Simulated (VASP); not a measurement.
# AlN (P6_3mc) in VASP: a series of runs

The runs below take AlN through single point, with PBEsol.

Program: VASP 6.6.1. These are calculated values, not measurements. Logs are shortened: lines on timing, memory, paths and dates and some standing lists are left out, and cuts for length are marked.

**1. The cell of the first run**

Symmetry: P6_3mc, No. 186, hexagonal system. Conventional cell: a = 3.111 Å, b = 3.111 Å, c = 4.829 Å, α = 90.00°, β = 90.00°, γ = 120.00°. Within 2.5 Å of Al (site symmetry 3m) lie 4 N at 1.86 to 1.88 Å. Within 2.5 Å of N (site symmetry 3m) lie 4 Al at 1.86 to 1.88 Å.

**2. Single point, PBEsol (zz strain of -3 %)**

The input, INCAR:

```
SYSTEM = AlN
ALGO = Normal
EDIFF = 1E-6
ENCUT = 520
GGA = PS
ISIF = 2
ISMEAR = -1
LASPH = .True.
LCHARG = .True.
LELF = .True.
LREAL = .False.
LVHAR = .True.
LWAVE = .False.
NBANDS = 16
NELM = 100
PREC = Accurate
SIGMA = 0.02
```

The input, KPOINTS:

```
k-points
0
Gamma
  11 11 6
  0 0 0
```

The input, POSCAR:

```
AlN
1.0
    3.1110021516      0.0000000000      0.0000000000
   -1.5555010758      2.6942068945      0.0000000000
    0.0000000000      0.0000000000      4.8286600000
Al N
2 2
Direct
    0.3333333333      0.6666666667      0.0000000000
    0.6666666667      0.3333333333      0.5000000000
    0.3333333333      0.6666666667      0.3850000000
    0.6666666667      0.3333333333      0.8850000000
```

Potentials or basis: VASP PAW PBE potentials, release 64 (Al, N).

On the command line:

```bash
> cat potpaw_PBE.64/Al/POTCAR potpaw_PBE.64/N/POTCAR > POTCAR
> mpirun -np 1 vasp_std > vasp.out
```

OUTCAR:

```text
SYSTEM = AlN
   EDIFF = 1E-6
   ENCUT = 520
   GGA = PS
   ISIF = 2
   ISMEAR = -1
   LASPH = .True.
   LREAL = .False.
   NELM = 100
   PREC = Accurate

 ion  position               nearest neighbor table
   1  0.333  0.667  0.000-   3 1.86   4 1.88   4 1.88   4 1.88   2 3.01   2 3.01   2 3.01   2 3.01
                             2 3.01   2 3.01
   2  0.667  0.333  0.500-   4 1.86   3 1.88   3 1.88   3 1.88   1 3.01   1 3.01   1 3.01   1 3.01
                             1 3.01   1 3.01
   3  0.333  0.667  0.385-   1 1.86   2 1.88   2 1.88   2 1.88
   4  0.667  0.333  0.885-   2 1.86   1 1.88   1 1.88   1 1.88

  LATTYP: Found a hexagonal cell.
 ALAT       =     3.1110021516
 C/A-ratio  =     1.5521236453

  Lattice vectors:

 A1 = (   3.1110021516,   0.0000000000,   0.0000000000)
 A2 = (  -1.5555010758,   2.6942068945,   0.0000000000)
 A3 = (   0.0000000000,   0.0000000000,   4.8286600000)

Analysis of symmetry for initial positions (statically):
=====================================================================
 Subroutine PRICEL returns:
 Original cell was already a primitive cell.

 Routine SETGRP: Setting up the symmetry group for a
 hexagonal supercell.

 Subroutine GETGRP returns: Found 12 space group operations
 (whereof  6 operations were pure point group operations)
 out of a pool of 24 trial point group operations.

The static configuration has the point symmetry C_3v.
 The point group associated with its full space group is C_6v.

Analysis of symmetry for dynamics (positions and initial velocities):
=====================================================================
 Subroutine PRICEL returns:
 Original cell was already a primitive cell.

 Routine SETGRP: Setting up the symmetry group for a
 hexagonal supercell.

 Subroutine GETGRP returns: Found 12 space group operations
 (whereof  6 operations were pure point group operations)
 out of a pool of 24 trial point group operations.

The dynamic configuration has the point symmetry C_3v.
 The point group associated with its full space group is C_6v.

 Subroutine INISYM returns: Found 12 space group operations
 (whereof  6 operations are pure point group operations),
 and found     1 'primitive' translations

----------------------------------------------------------------------------------------

                                     Primitive cell

  volume of cell :      40.4723

  direct lattice vectors                    reciprocal lattice vectors
     3.111002152  0.000000000  0.000000000     0.321439829  0.185583372  0.000000000
    -1.555501076  2.694206895  0.000000000     0.000000000  0.371166744  0.000000000
     0.000000000  0.000000000  4.828660000     0.000000000  0.000000000  0.207096793

  length of vectors
     3.111002152  3.111002152  4.828660000     0.371166744  0.371166744  0.207096793

  position of ions in fractional coordinates (direct lattice)
     0.333333333  0.666666667  0.000000000
     0.666666667  0.333333333  0.500000000
     0.333333333  0.666666667  0.385000000
     0.666666667  0.333333333  0.885000000

  ion indices of the primitive-cell ions
   primitive index   ion index
                 1           1
                 2           2
                 3           3
                 4           4

----------------------------------------------------------------------------------------

 KPOINTS: k-points

Automatic generation of k-mesh.
 Grid dimensions read from file:
 generate k-points for:   11   11    6

 Generating k-lattice:

  Cartesian coordinates                     Fractional coordinates (reciprocal lattice)
     0.029221803  0.016871216  0.000000000     0.090909091 -0.000000000  0.000000000
     0.000000000  0.033742431  0.000000000     0.000000000  0.090909091  0.000000000
     0.000000000  0.000000000  0.034516132     0.000000000  0.000000000  0.166666667

  Length of vectors
     0.033742431  0.033742431  0.034516132

  Shift w.r.t. Gamma in fractional coordinates (k-lattice)
     0.000000000  0.000000000  0.000000000

 Subroutine IBZKPT returns following result:
 ===========================================

 Found     64 irreducible k-points:

 Following reciprocal coordinates:
            Coordinates               Weight
  0.000000  0.000000  0.000000      1.000000
  0.090909  0.000000  0.000000      6.000000
  0.181818  0.000000  0.000000      6.000000
  0.272727  0.000000  0.000000      6.000000
  0.363636  0.000000  0.000000      6.000000
  0.454545  0.000000  0.000000      6.000000
[... 16 lines left out ...]
  0.090909  0.090909  0.166667     12.000000
  0.181818  0.090909  0.166667     24.000000
 [... further k-points ...]
   k-points           NKPTS =     64   k-points in BZ     NKDIM =     64   number of bands    NBANDS=     16
   number of dos      NEDOS =    301   number of ions     NIONS =      4
   total plane-waves  NPLWV =  20736
   dimension x,y,z NGX =    24 NGY =   24 NGZ =   36
   dimension x,y,z NGXF=    48 NGYF=   48 NGZF=   72
   ions per type =               2   2
   NGX,Y,Z   is equivalent  to a cutoff of  12.83, 12.83, 12.39 a.u.
   NGXF,Y,Z  is equivalent  to a cutoff of  25.65, 25.65, 24.79 a.u.
 SYSTEM =  AlN
   PREC   = accura    normal or accurate (medium, high low for compatibility)
   ISTART =      0    job   : 0-new  1-cont  2-samecut
   ICHARG =      2    charge: 1-file 2-atom 10-const
   ISPIN  =      1    spin polarized calculation?
   LNONCOLLINEAR =      F non collinear calculations
   LSORBIT =      F    spin-orbit coupling
   LASPH  =      T    aspherical Exc in radial PAW
   ENCUT  =  520.0 eV  38.22 Ry    6.18 a.u.   5.78  5.78  8.98*2*pi/ulx,y,z
   NELM   =    100;   NELMIN=  2; NELMDL= -5     # of ELM steps
   EDIFF  = 0.1E-05   stopping-criterion for ELM
   LREAL  =      F    real-space projection
   EDIFFG = 0.1E-04   stopping-criterion for IOM
   NSW    =      0    number of steps for IOM
   IBRION =     -1    ionic relax: 0-MD 1-quasi-New 2-CG
   NFREE  =      0    steps in history (QN), initial steepest desc. (CG)
   ISIF   =      2    stress and relaxation
   ISYM   =      2    0-nonsym 1-usesym 2-fastsym
   POTIM  = 0.5000    time-step for ionic-motion
   TEBEG  =    0.0;   TEEND  =   0.0 temperature during run
   PSTRESS=    0.0 pullay stress
   NELECT =      16.0000    total number of electrons
   NUPDOWN=      -1.0000    fix difference up-down
   EMIN   =  10.00;   EMAX   =-10.00  energy-range for DOS
   EFERMI =   0.00;   METHOD = LEGACY
   ISMEAR =    -1;   SIGMA  =   0.02  broadening in eV -4-tet -1-fermi 0-gaus
   EFERMI_NEDOS =   21; number of points for ismear=-14 and -15
   IALGO  =     38    algorithm
   IMIX   =      4    mixing-type and parameters
     AMIX     =   0.40;   BMIX     =  1.00
     AMIX_MAG =   1.60;   BMIX_MAG =  1.00
  volume/ion in A,a.u.               =      10.12        68.28
  Fermi-wavevector in a.u.,A,eV,Ry     =   1.201514  2.270532 19.641861  1.443636
  Thomas-Fermi vector in A             =   2.337321
   LORBIT       =      0    0 simple, 1 ext, 2 COOP (PROOUT), +10 PAW based schemes
   GGA     = PS    functional components
   LHFCALC =     F    Hartree Fock is set to
   AEXX    =    0.0000 exact exchange contribution
   IVDW    =     0    specifies the selected vdW correction
   LEPSILON=     F    determine dielectric tensor
   LRPA    =     F    only Hartree local field effects (RPA)
 non-spin polarized calculation
  energy-cutoff  :      520.00
  volume of cell :       40.47
 maximum number of plane-waves:      1106
 NGX is ok and might be reduce to    24
   NGX = 11   NGY = 11   NGZ = 17

 number of electron      15.9999998 magnetization

 Free energy of the ion-electron system (eV)
  ---------------------------------------------------
  ext. energy  EPLUGINS =         0.00000000
  ---------------------------------------------------
  free energy    TOTEN  =       -31.26034296 eV

  energy without entropy =      -31.26034296  energy(sigma->0) =      -31.26034296

 E-fermi :   6.9150     XC(G=0): -11.2449

 val. band max:        6.5251115055   @ k =   0.0000   0.0000   0.0000
 cond. band min:      10.7951015585   @ k =   0.0000   0.0000   0.0000
 fundamental gap:      4.2699900530
 Fermi energy:         6.9150391538

 k-point     1 :       0.0000    0.0000    0.0000
  band No.  band energies     occupation
      1      -8.9921      2.00000
      2      -6.5671      2.00000
      3       0.2765      2.00000
      4       5.3417      2.00000
      5       5.3417      2.00000
      6       6.0960      2.00000
[... 8 lines left out ...]
     15      19.5522      0.00000
     16      20.3900      0.00000

 k-point     2 :       0.0909    0.0000    0.0000
  band No.  band energies     occupation
      1      -8.8845      2.00000
      2      -6.5106      2.00000
      3       0.4018      2.00000
      4       4.8558      2.00000
      5       5.1983      2.00000
      6       5.6258      2.00000
[... 8 lines left out ...]
     15      19.6260      0.00000
     16      19.6818      0.00000

 k-point     3 :       0.1818    0.0000    0.0000
  band No.  band energies     occupation
      1      -8.5721      2.00000
      2      -6.3612      2.00000
      3       0.7703      2.00000
      4       3.7126      2.00000
      5       4.6612      2.00000
      6       4.8755      2.00000
[... 8 lines left out ...]
     15      18.9787      0.00000
     16      18.9950      0.00000

 k-point     4 :       0.2727    0.0000    0.0000
  band No.  band energies     occupation
      1      -8.0914      2.00000
      2      -6.1832      2.00000
      3       1.3552      2.00000
      4       2.4465      2.00000
      5       3.6380      2.00000
      6       4.5267      2.00000
[... 8 lines left out ...]
     15      18.8706      0.00000
     16      19.8409      0.00000
[... 324 lines left out ...]
 k-point    22 :       0.4545    0.0000    0.1667
  band No.  band energies     occupation
      1      -6.9708      2.00000
      2      -6.1880      2.00000
      3       0.6631      2.00000
      4       1.8382      2.00000
      5       3.2761      2.00000
      6       4.1856      2.00000
[... 8 lines left out ...]
     15      19.1909      0.00000
     16      21.6698      0.00000

 k-point    23 :       0.0909    0.0909    0.1667
  band No.  band energies     occupation
      1      -8.5614      2.00000
      2      -6.6248      2.00000
      3       0.9814      2.00000
      4       4.3199      2.00000
      5       4.4140      2.00000
      6       5.1716      2.00000
[... 8 lines left out ...]
     15      19.0573      0.00000
     16      19.7932      0.00000

 k-point    24 :       0.1818    0.0909    0.1667
  band No.  band energies     occupation
      1      -8.1706      2.00000
      2      -6.4251      2.00000
      3       1.3058      2.00000
      4       3.2248      2.00000
      5       3.6570      2.00000
      6       4.7172      2.00000
[... 8 lines left out ...]
     15      19.0068      0.00000
     16      19.8862      0.00000

 [... further k-points ...]
[... 5 lines left out ...]
  --------------------------------------------------------------------------------------
  -------------------------------------------------------------------------------------
  Total        0.8605462      0.8605462      3.4646949      0.0000000      0.0000000      0.0000000
  in kB       34.0664530     34.0664530    137.1569131      0.0000000      0.0000000      0.0000000
  external PRESSURE =      68.4299397 kB  Pullay stress =       0.0000000 kB

 VOLUME and BASIS-vectors are now :
 -----------------------------------------------------------------------------
  energy-cutoff  :      520.00
  volume of cell :       40.47
      direct lattice vectors                 reciprocal lattice vectors
     3.111002152  0.000000000  0.000000000     0.321439829  0.185583372  0.000000000
    -1.555501076  2.694206895  0.000000000     0.000000000  0.371166744  0.000000000
     0.000000000  0.000000000  4.828660000     0.000000000  0.000000000  0.207096793

 POSITION                                       TOTAL-FORCE (eV/Angst)
 -----------------------------------------------------------------------------------
     -0.00000      1.79614      0.00000        -0.000000      0.000000     -0.274879
      1.55550      0.89807      2.41433         0.000000      0.000000     -0.274879
     -0.00000      1.79614      1.85903        -0.000000      0.000000      0.274879
      1.55550      0.89807      4.27336         0.000000     -0.000000      0.274879
 -----------------------------------------------------------------------------------
    total drift:                               -0.000000      0.000000     -0.000405

  FREE ENERGIE OF THE ION-ELECTRON SYSTEM (eV)
  ---------------------------------------------------
  free  energy   TOTEN  =       -31.2603429613 eV

  energy  without entropy=      -31.2603429613  energy(sigma->0) =      -31.26034296
```

It took 17 s on 1 thread of Intel Xeon 6975P-C, shared host; peak memory 0.17 GiB.

Results:

- Free energy: -31.2603 eV
- Pressure: 6.8 GPa
- Largest force: 0.275 eV/Å
- Band gap on the k mesh: 4.27 eV, direct

Forces on the atoms (eV/Å):
```
Al   0.000  0.000 -0.275
Al   0.000  0.000 -0.275
N    0.000  0.000  0.275
N    0.000  0.000  0.275
```

Stress tensor (GPa, compression positive):
```
 3.41  0.00  0.00
 0.00  3.41  0.00
 0.00  0.00 13.72
```

Levels at points of the mesh, in eV from the valence-band top:
```tsv
k point	band 4	band 5	band 6	band 7	band 8	band 9	band 10	band 11	band 12	band 13
(0.00, 0.00, 0.00)	-1.18	-1.18	-0.43	-0.43	0.00	4.27	6.41	10.80	10.82	10.82
(0.00, 0.00, 0.50)	-3.41	-0.82	-0.82	-0.82	-0.82	6.40	6.40	10.46	10.46	11.14
```

Caveat: the cell differs from its parent crystal (zz strain of -3 %); the PAW data sets were made with another functional, which shifts forces and pressure a little.

**3. Single point, PBEsol (zz strain of -1 %)**

The input, INCAR:

```
ALGO = Normal
EDIFF = 1E-7
ENCUT = 520
GGA = PS
ISIF = 2
ISMEAR = -1
LASPH = T
LCHARG = F
LREAL = F
LWAVE = F
NBANDS = 16
NELM = 100
PREC = Accurate
SIGMA = 0.02
```

The input, KPOINTS:

```
k-points
0
Gamma
  11 11 6
```

POSCAR, as its differences from that of step 2:

```diff
@@ -4,3 +4,3 @@
    -1.5555010758      2.6942068945      0.0000000000
-    0.0000000000      0.0000000000      4.8286600000
+    0.0000000000      0.0000000000      4.9282200000
 Al N
```

Potentials or basis: VASP PAW PBE potentials, release 64 (Al, N).

On the command line:

```bash
> cat potpaw_PBE.64/Al/POTCAR potpaw_PBE.64/N/POTCAR > POTCAR
> mpirun -np 1 vasp_std > vasp.out
```

OUTCAR:

```text
EDIFF = 1E-7
   ENCUT = 520
   GGA = PS
   ISIF = 2
   ISMEAR = -1
   LASPH = T
   LREAL = F
   NELM = 100
   PREC = Accurate

 ion  position               nearest neighbor table
   1  0.333  0.667  0.000-   4 1.88   4 1.88   4 1.88   3 1.90   2 3.05   2 3.05   2 3.05   2 3.05
                             2 3.05   2 3.05
   2  0.667  0.333  0.500-   3 1.88   3 1.88   3 1.88   4 1.90   1 3.05   1 3.05   1 3.05   1 3.05
                             1 3.05   1 3.05
   3  0.333  0.667  0.385-   2 1.88   2 1.88   2 1.88   1 1.90
   4  0.667  0.333  0.885-   1 1.88   1 1.88   1 1.88   2 1.90

  LATTYP: Found a hexagonal cell.
 ALAT       =     3.1110021516
 C/A-ratio  =     1.5841261947

  Lattice vectors:

 A1 = (   3.1110021516,   0.0000000000,   0.0000000000)
 A2 = (  -1.5555010758,   2.6942068945,   0.0000000000)
 A3 = (   0.0000000000,   0.0000000000,   4.9282200000)

Analysis of symmetry for initial positions (statically):
=====================================================================
 Subroutine PRICEL returns:
 Original cell was already a primitive cell.

[... 171 lines left out ...]
  free energy    TOTEN  =       -31.30556371 eV

  energy without entropy =      -31.30556371  energy(sigma->0) =      -31.30556371

 E-fermi :   6.6478     XC(G=0): -11.1557

 val. band max:        6.2583457170   @ k =   0.0000   0.0000   0.0000
 cond. band min:      10.4105943304   @ k =   0.0000   0.0000   0.0000
 fundamental gap:      4.1522486135
 Fermi energy:         6.6477606610

 k-point     1 :       0.0000    0.0000    0.0000
  band No.  band energies     occupation
      1      -9.0648      2.00000
      2      -6.8006      2.00000
      3       0.1108      2.00000
      4       5.2316      2.00000
      5       5.2316      2.00000
      6       5.9187      2.00000
[... 433 lines left out ...]
      3       1.1504      2.00000
      4       3.0761      2.00000
      5       3.4894      2.00000
      6       4.5910      2.00000
[... 8 lines left out ...]
     15      18.6105      0.00000
     16      19.5993      0.00000

 [... further k-points ...]
[... 5 lines left out ...]
  --------------------------------------------------------------------------------------
  -------------------------------------------------------------------------------------
  Total        0.4926852      0.4926852      0.9520577      0.0000000      0.0000000      0.0000000
  in kB       19.1099159     19.1099159     36.9277203      0.0000000      0.0000000      0.0000000
  external PRESSURE =      25.0491840 kB  Pullay stress =       0.0000000 kB

 VOLUME and BASIS-vectors are now :
 -----------------------------------------------------------------------------
  energy-cutoff  :      520.00
  volume of cell :       41.31
      direct lattice vectors                 reciprocal lattice vectors
     3.111002152  0.000000000  0.000000000     0.321439829  0.185583372  0.000000000
    -1.555501076  2.694206895  0.000000000     0.000000000  0.371166744  0.000000000
     0.000000000  0.000000000  4.928220000     0.000000000  0.000000000  0.202913019

 POSITION                                       TOTAL-FORCE (eV/Angst)
 -----------------------------------------------------------------------------------
     -0.00000      1.79614      0.00000         0.000000      0.000000      0.052529
      1.55550      0.89807      2.46411        -0.000000     -0.000000      0.052529
     -0.00000      1.79614      1.89736         0.000000      0.000000     -0.052529
      1.55550      0.89807      4.36147        -0.000000      0.000000     -0.052529
 -----------------------------------------------------------------------------------
    total drift:                               -0.000000      0.000000     -0.000793

  FREE ENERGIE OF THE ION-ELECTRON SYSTEM (eV)
  ---------------------------------------------------
  free  energy   TOTEN  =       -31.3055637099 eV

  energy  without entropy=      -31.3055637099  energy(sigma->0) =      -31.30556371
```

stdout:

```text
POSCAR found type information on POSCAR AlN
 POSCAR found :  2 types and       4 ions
 scaLAPACK will be used
 -----------------------------------------------------------------------------
|                                                                             |
|                                                                             |
|     You enforced a specific xc type in the INCAR file but a different       |
|     I HOPE YOU KNOW WHAT YOU ARE DOING!                                     |
|                                                                             |
 -----------------------------------------------------------------------------

 LDA part: xc-table for (Slater+PW92), standard interpolation
 POSCAR, INCAR and KPOINTS ok, starting setup
 FFT: planning ... GRIDC
 FFT: planning ... GRID_SOFT
 FFT: planning ... GRID
 WAVECAR not read
 entering main loop
```

It took 22 s on 1 thread of Intel Xeon 6975P-C, shared host; peak memory 0.17 GiB.

What came out:

```yaml
Free_energy: -31.3056 eV
Pressure: 2.5 GPa
Largest_force: 0.053 eV/Å
Band_gap_on_the_k_mesh: 4.15 eV, direct
```

Forces on the atoms (eV/Å):
```
Al   0.000  0.000  0.053
Al   0.000  0.000  0.053
N    0.000  0.000 -0.053
N    0.000  0.000 -0.053
```

Levels at points of the mesh, in eV from the valence-band top:
| k point | band 5 | band 6 | band 7 | band 8 | band 9 | band 10 | band 11 | band 12 |
| --- | --- | --- | --- | --- | --- | --- | --- | --- |
| (0.00, 0.00, 0.00) | -1.03 | -0.34 | -0.34 | 0.00 | 4.15 | 6.49 | 10.60 | 10.93 |
| (0.00, 0.00, 0.50) | -0.69 | -0.69 | -0.69 | -0.69 | 6.37 | 6.37 | 10.27 | 10.27 |

Caveat: the cell differs from its parent crystal (zz strain of -1 %); the PAW data sets were made with another functional, which shifts forces and pressure a little.
